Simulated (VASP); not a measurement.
# CdS (Fm-3m) in VASP: settings compared, part 2 of 2

VASP 6.6.1. Earlier steps stand in the parts before.

**3. Vibrations by perturbation theory, PBEsol**

This run uses another cell than the first one, of 19.66 Å³/atom.

INCAR

```
SYSTEM = CdS
PREC = Accurate ; ENCUT = 630
EDIFF = 1E-8 ; ISMEAR = 0
SIGMA = 0.01 ; LREAL = .False.
LASPH = .True. ; NELM = 120
ALGO = Normal ; ISIF = 2
LWAVE = .False. ; LCHARG = .True.
GGA = PS ; IBRION = 8
NSW = 1 ; LEPSILON = .True.
GGA_COMPAT = .False.
```

KPOINTS

```
regular mesh
0
Gamma
  6 6 6
  0 0 0
```

POSCAR

```
CdS
1.0
    0.0000000000      2.6987212502      2.6987212502
    2.6987212502      0.0000000000      2.6987212502
    2.6987212502      2.6987212502      0.0000000000
Cd S
1 1
Direct
    0.0000000000      0.0000000000      0.0000000000
    0.5000000000      0.5000000000      0.5000000000
```

Potentials or basis: VASP PAW PBE potentials, release 64 (Cd_sv_GW, S).

Command:

```
cat potpaw_PBE.64/Cd_sv_GW/POTCAR potpaw_PBE.64/S/POTCAR > POTCAR
mpirun -np 1 vasp_std > vasp.out
```

OUTCAR:

```text
SYSTEM = CdS
   PREC = Accurate
   ENCUT = 630
   EDIFF = 1E-8
   ISMEAR = 0
   LREAL = .False.
   LASPH = .True.
   NELM = 120
   ISIF = 2
   GGA = PS
   IBRION = 8
   NSW = 1
   LEPSILON = .True.

 ion  position               nearest neighbor table
   1  0.000  0.000  0.000-   2 2.70   2 2.70   2 2.70   2 2.70   2 2.70   2 2.70
   2  0.500  0.500  0.500-   1 2.70   1 2.70   1 2.70   1 2.70   1 2.70   1 2.70

  LATTYP: Found a face centered cubic cell.
 ALAT       =     5.3974425004

  Lattice vectors:

 A1 = (   0.0000000000,   2.6987212502,   2.6987212502)
 A2 = (   2.6987212502,   0.0000000000,   2.6987212502)
 A3 = (   2.6987212502,   2.6987212502,   0.0000000000)

Analysis of symmetry for initial positions (statically):
=====================================================================
 Subroutine PRICEL returns:
 Original cell was already a primitive cell.

 Routine SETGRP: Setting up the symmetry group for a
 face centered cubic supercell.

 Subroutine GETGRP returns: Found 48 space group operations
 (whereof 48 operations were pure point group operations)
 out of a pool of 48 trial point group operations.

The static configuration has the point symmetry O_h .

Analysis of symmetry for dynamics (positions and initial velocities):
=====================================================================
 Subroutine PRICEL returns:
 Original cell was already a primitive cell.

 Routine SETGRP: Setting up the symmetry group for a
 face centered cubic supercell.
[... 567 lines left out ...]

 PIEZOELECTRIC TENSOR (including local field effects)  for field in x, y, z        (C/m^2)
          XX          YY          ZZ          XY          YZ          ZX
  --------------------------------------------------------------------------------
  x     0.00000     0.00000     0.00000     0.00000     0.00000     0.00000
  y     0.00000     0.00000     0.00000     0.00000     0.00000     0.00000
  z     0.00000     0.00000     0.00000     0.00000     0.00000     0.00000

 BORN EFFECTIVE CHARGES (including local field effects) (in |e|, cummulative output)
 ---------------------------------------------------------------------------------
 ion    1
    1     3.09724     0.00000    -0.00000
    2    -0.00000     3.09724     0.00000
    3     0.00000    -0.00000     3.09724
 ion    2
    1    -3.09724    -0.00000     0.00000
    2     0.00000    -3.09724    -0.00000
    3    -0.00000     0.00000    -3.09724

 INTERNAL STRAIN TENSOR FOR ION    2 for displacements in x,y,z  (eV/Angst):
          X           Y           Z          XY          YZ          ZX
  --------------------------------------------------------------------------------
  x     0.00000     0.00000     0.00000     0.00000     0.00000     0.00000
  y     0.00000     0.00000     0.00000     0.00000     0.00000     0.00000
  z     0.00000     0.00000     0.00000     0.00000     0.00000     0.00000

 SECOND DERIVATIVES (NOT SYMMETRIZED)
 ------------------------------------
               1X          1Y          1Z          2X          2Y          2Z
  1X    -1.798929    0.000000    0.000000    1.798929    0.000000    0.000000
  1Y     0.000000   -1.798929    0.000000    0.000000    1.798929    0.000000
  1Z     0.000000    0.000000   -1.798929    0.000000    0.000000    1.798929
  2X     1.820645    0.000000    0.000000   -1.820645    0.000000    0.000000
  2Y     0.000000    1.820645    0.000000    0.000000   -1.820645    0.000000
  2Z     0.000000    0.000000    1.820645    0.000000    0.000000   -1.820645

 Eigenvectors and eigenvalues of the dynamical matrix
 ----------------------------------------------------

   1 f  =    4.217563 THz    26.499732 2PiTHz  140.682769 cm-1    17.442433 meV
             X         Y         Z           dx          dy          dz
      0.000000  0.000000  0.000000     0.468918    0.000000    0.000000
      2.698721  2.698721  2.698721    -0.883242   -0.000000    0.000000
[... 21 lines left out ...]
   6 f/i=    0.010480 THz     0.065847 2PiTHz    0.349571 cm-1     0.043341 meV
             X         Y         Z           dx          dy          dz
      0.000000  0.000000  0.000000    -0.856111   -0.206718   -0.066769
      2.698721  2.698721  2.698721    -0.454513   -0.109748   -0.035448

--------------------------------------------------------------------------------------------------------

 MACROSCOPIC STATIC DIELECTRIC TENSOR IONIC CONTRIBUTION
 ------------------------------------------------------
          24.399308    -0.000000     0.000000
          -0.000000    24.399308    -0.000000
           0.000000    -0.000000    24.399308
 ------------------------------------------------------

 ELASTIC MODULI CONTR FROM IONIC RELAXATION (kBar)
 Direction    XX          YY          ZZ          XY          YZ          ZX
 --------------------------------------------------------------------------------
 XX           0.0000      0.0000      0.0000      0.0000      0.0000      0.0000
 YY           0.0000      0.0000      0.0000      0.0000      0.0000      0.0000
 ZZ           0.0000      0.0000      0.0000      0.0000      0.0000      0.0000
 XY           0.0000      0.0000      0.0000      0.0000      0.0000      0.0000
 YZ           0.0000      0.0000      0.0000      0.0000      0.0000      0.0000
 ZX           0.0000      0.0000      0.0000      0.0000      0.0000      0.0000
 --------------------------------------------------------------------------------

 PIEZOELECTRIC TENSOR IONIC CONTR  for field in x, y, z        (C/m^2)
          XX          YY          ZZ          XY          YZ          ZX
  --------------------------------------------------------------------------------
  x     0.00000     0.00000     0.00000     0.00000     0.00000     0.00000
  y     0.00000     0.00000     0.00000     0.00000     0.00000     0.00000
  z     0.00000     0.00000     0.00000     0.00000     0.00000     0.00000
```

Run time: 6.2 min. Hardware: 1 thread of Intel Xeon Platinum 8488C (Sapphire Rapids), shared host; peak memory 0.27 GiB.

What came out:

| Item | Value |
| --- | --- |
| Electronic dielectric tensor (diagonal) | 10.75 |
| Born charges (mean of the diagonal) | Cd +3.10; S -3.10 e |
| Highest phonon frequency at Γ, LO-TO splitting left out | 141 cm⁻¹ |

Phonon frequencies in cm⁻¹ (negative: imaginary):
| q point | frequencies |
| --- | --- |
| (0.000, 0.000, 0.000) | 0 0 0 141 141 141 |

Electronic dielectric tensor:
```
10.75  0.00  0.00
 0.00 10.75  0.00
 0.00  0.00 10.75
```

Born effective charge tensors (e):
atom 1, Cd
```
3.10 0.00 0.00
0.00 3.10 0.00
0.00 0.00 3.10
```
atom 2, S
```
-3.10  0.00  0.00
 0.00 -3.10  0.00
 0.00  0.00 -3.10
```

Caveat: the structure was generated, so it needn't be the stable form of CdS; the PAW data sets were made with another functional, which shifts forces and pressure a little.

**4. Dielectric tensor, PBE**

INCAR

```
PREC     = Accurate       # precision mode
ENCUT    = 470            # plane-wave cutoff, eV
EDIFF    = 1E-8           # SCF threshold, eV
ISMEAR   = 0              # smearing method
SIGMA    = 0.01           # smearing width, eV
LREAL    = False          # projectors in reciprocal space
LASPH    = True           # aspherical terms in the spheres
NELM     = 120            # most SCF steps
ALGO     = Normal         # electronic algorithm
ISIF     = 2              # what is computed and relaxed
LWAVE    = False          # write WAVECAR
LCHARG   = False          # write CHGCAR
GGA      = PE             # functional
LEPSILON = True           # dielectric tensor by DFPT
GGA_COMPAT= False
```

KPOINTS

```
regular mesh
0
Gamma
  6 6 6
```

POSCAR

```
CdS
1.0
    0.0000000000      2.7267765870      2.7267765870
    2.7267765870      0.0000000000      2.7267765870
    2.7267765870      2.7267765870      0.0000000000
Cd S
1 1
Direct
    0.0000000000      0.0000000000      0.0000000000
    0.5000000000      0.5000000000      0.5000000000
```

Potentials or basis: VASP PAW PBE potentials, release 64 (Cd_sv_GW, S).

Command:

```
cat potpaw_PBE.64/Cd_sv_GW/POTCAR potpaw_PBE.64/S/POTCAR > POTCAR
mpirun -np 1 vasp_std > vasp.out
```

OUTCAR:

```text
PREC = Accurate
   ENCUT = 470
   EDIFF = 1E-8
   ISMEAR = 0
   LREAL = False
   LASPH = True
   NELM = 120
   ISIF = 2
   GGA = PE
   LEPSILON = True

 ion  position               nearest neighbor table
   1  0.000  0.000  0.000-   2 2.73   2 2.73   2 2.73   2 2.73   2 2.73   2 2.73
   2  0.500  0.500  0.500-   1 2.73   1 2.73   1 2.73   1 2.73   1 2.73   1 2.73

  LATTYP: Found a face centered cubic cell.
 ALAT       =     5.4535531740

  Lattice vectors:

 A1 = (   0.0000000000,   2.7267765870,   2.7267765870)
 A2 = (   2.7267765870,   0.0000000000,   2.7267765870)
 A3 = (   2.7267765870,   2.7267765870,   0.0000000000)

Analysis of symmetry for initial positions (statically):
=====================================================================
 Subroutine PRICEL returns:
 Original cell was already a primitive cell.

 Routine SETGRP: Setting up the symmetry group for a
 face centered cubic supercell.

 Subroutine GETGRP returns: Found 48 space group operations
 (whereof 48 operations were pure point group operations)
 out of a pool of 48 trial point group operations.

The static configuration has the point symmetry O_h .

Analysis of symmetry for dynamics (positions and initial velocities):
=====================================================================
 Subroutine PRICEL returns:
 Original cell was already a primitive cell.

 Routine SETGRP: Setting up the symmetry group for a
 face centered cubic supercell.

 Subroutine GETGRP returns: Found 48 space group operations
 (whereof 48 operations were pure point group operations)
 out of a pool of 48 trial point group operations.

The dynamic configuration has the point symmetry O_h .

 Subroutine INISYM returns: Found 48 space group operations
 (whereof 48 operations are pure point group operations),
 and found     1 'primitive' translations

----------------------------------------------------------------------------------------

                                     Primitive cell

  volume of cell :      40.5489

  direct lattice vectors                    reciprocal lattice vectors
     0.000000000  2.726776587  2.726776587    -0.183366691  0.183366691  0.183366691
     2.726776587  0.000000000  2.726776587     0.183366691 -0.183366691  0.183366691
     2.726776587  2.726776587  0.000000000     0.183366691  0.183366691 -0.183366691

  length of vectors
     3.856244431  3.856244431  3.856244431     0.317600425  0.317600425  0.317600425

  position of ions in fractional coordinates (direct lattice)
     0.000000000  0.000000000  0.000000000
     0.500000000  0.500000000  0.500000000

  ion indices of the primitive-cell ions
   primitive index   ion index
                 1           1
                 2           2

[... 108 lines left out ...]
 fundamental gap:      0.2504325170
 Fermi energy:         5.1017305976

 k-point     1 :       0.0000    0.0000    0.0000
  band No.  band energies     occupation
      1     -96.7097      2.00000
      2     -57.7882      2.00000
      3     -57.7882      2.00000
      4     -57.7882      2.00000
      5      -7.9603      2.00000
      6      -2.7415      2.00000
[... 297 lines left out ...]
      4     -57.7886      2.00000
      5      -6.9303      2.00000
      6      -2.8310      2.00000
[... 9 lines left out ...]
     16      12.9075      0.00000
     17      13.5493      0.00000

  FORCE on cell =-STRESS in cart. coord.  units (eV):
  Direction    XX          YY          ZZ          XY          YZ          ZX
  --------------------------------------------------------------------------------------
  -------------------------------------------------------------------------------------
  Total        0.0132035      0.0132035      0.0132035      0.0000000      0.0000000      0.0000000
  in kB        0.5216987      0.5216987      0.5216987      0.0000000      0.0000000      0.0000000
  external PRESSURE =       0.5216987 kB  Pullay stress =       0.0000000 kB

 VOLUME and BASIS-vectors are now :
 -----------------------------------------------------------------------------
  energy-cutoff  :      470.00
  volume of cell :       40.55
      direct lattice vectors                 reciprocal lattice vectors
     0.000000000  2.726776587  2.726776587    -0.183366691  0.183366691  0.183366691
     2.726776587  0.000000000  2.726776587     0.183366691 -0.183366691  0.183366691
     2.726776587  2.726776587  0.000000000     0.183366691  0.183366691 -0.183366691

 POSITION                                       TOTAL-FORCE (eV/Angst)
 -----------------------------------------------------------------------------------
      0.00000      0.00000      0.00000         0.000000      0.000000      0.000000
      2.72678      2.72678      2.72678        -0.000000      0.000000     -0.000000
 -----------------------------------------------------------------------------------
    total drift:                               -0.000000      0.000000      0.000000

  FREE ENERGIE OF THE ION-ELECTRON SYSTEM (eV)
  ---------------------------------------------------
  free  energy   TOTEN  =        -5.9322386047 eV

  energy  without entropy=       -5.9322386047  energy(sigma->0) =       -5.93223860

 HEAD OF MICROSCOPIC STATIC DIELECTRIC TENSOR (INDEPENDENT PARTICLE, excluding Hartree and local field effects)
 ------------------------------------------------------
          10.693180     0.000000    -0.000000
           0.000000    10.693180     0.000000
          -0.000000     0.000000    10.693180
 ------------------------------------------------------

 Free energy of the ion-electron system (eV)
  ---------------------------------------------------
  ---------------------------------------------------
  free energy    TOTEN  =        -1.11442601 eV

  energy without entropy =       -1.11442601

------------------------ aborting loop because EDIFF is reached ----------------------------------------

--------------------------------------- Ionic step        2  -------------------------------------------

------------------------ aborting loop because EDIFF is reached ----------------------------------------

--------------------------------------- Ionic step        3  -------------------------------------------

 Free energy of the ion-electron system (eV)
  ---------------------------------------------------
  ---------------------------------------------------
  free energy    TOTEN  =        -1.11442505 eV

  energy without entropy =       -1.11442505

------------------------ aborting loop because EDIFF is reached ----------------------------------------

 PIEZOELECTRIC TENSOR FIELD DIRECTION 3  (e Angst)
 -----------------------------------------------------------------------------
     0.00155  0.00000  0.00000           (  0.00001  0.00000  0.00000)
     0.00000  0.00155  0.00000           (  0.00000  0.00001  0.00000)
     0.00000  0.00000 -0.00419           (  0.00000  0.00000  0.00004)

 PIEZOELECTRIC TENSOR FIELD DIRECTION 3  (C/m^2)
 -----------------------------------------------------------------------------
     0.00061  0.00000  0.00000
     0.00000  0.00061  0.00000
     0.00000  0.00000 -0.00165

 MACROSCOPIC STATIC DIELECTRIC TENSOR (including local field effects in DFT)
 ------------------------------------------------------
          10.368552    -0.000000     0.000000
          -0.000000    10.368552     0.000000
          -0.000000    -0.000000    10.368552
 ------------------------------------------------------

 PIEZOELECTRIC TENSOR (including local field effects)  for field in x, y, z        (e  Angst)
          XX          YY          ZZ          XY          YZ          ZX
  --------------------------------------------------------------------------------
  x     0.00000     0.00000     0.00000     0.00000     0.00000     0.00000
  y     0.00000     0.00000     0.00000     0.00000     0.00000     0.00000
  z     0.00000     0.00000     0.00000     0.00000     0.00000     0.00000

 PIEZOELECTRIC TENSOR (including local field effects)  for field in x, y, z        (C/m^2)
          XX          YY          ZZ          XY          YZ          ZX
  --------------------------------------------------------------------------------
  x     0.00000     0.00000     0.00000     0.00000     0.00000     0.00000
  y     0.00000     0.00000     0.00000     0.00000     0.00000     0.00000
  z     0.00000     0.00000     0.00000     0.00000     0.00000     0.00000

 BORN EFFECTIVE CHARGES (including local field effects) (in |e|, cummulative output)
 ---------------------------------------------------------------------------------
 ion    1
    1     3.11679     0.00000     0.00000
    2     0.00000     3.11679     0.00000
    3     0.00000     0.00000     3.11679
 ion    2
    1    -3.11679     0.00000     0.00000
    2     0.00000    -3.11679     0.00000
    3     0.00000     0.00000    -3.11679
```

Run time: 1.7 min. Hardware: 1 thread of Intel Xeon 6975P-C (Granite Rapids), shared host; peak memory 0.21 GiB.

Results:

```yaml
Band_gap_on_the_k_mesh: 0.25 eV (least direct gap 1.74 eV)
Electronic_dielectric_tensor_diagonal: 10.37
Born_charges_mean_of_the_diagonal: Cd +3.12; S -3.12 e
```

Electronic dielectric tensor:
```
10.37  0.00  0.00
 0.00 10.37  0.00
 0.00  0.00 10.37
```

Born effective charge tensors (e):
atom 1, Cd
```
3.12 0.00 0.00
0.00 3.12 0.00
0.00 0.00 3.12
```
atom 2, S
```
-3.12  0.00  0.00
 0.00 -3.12  0.00
 0.00  0.00 -3.12
```

Caveat: the gap is small at this level, which inflates the dielectric constant; the structure was generated, so it needn't be the stable form of CdS; semilocal functionals underestimate gaps, and a narrow one can read as zero.
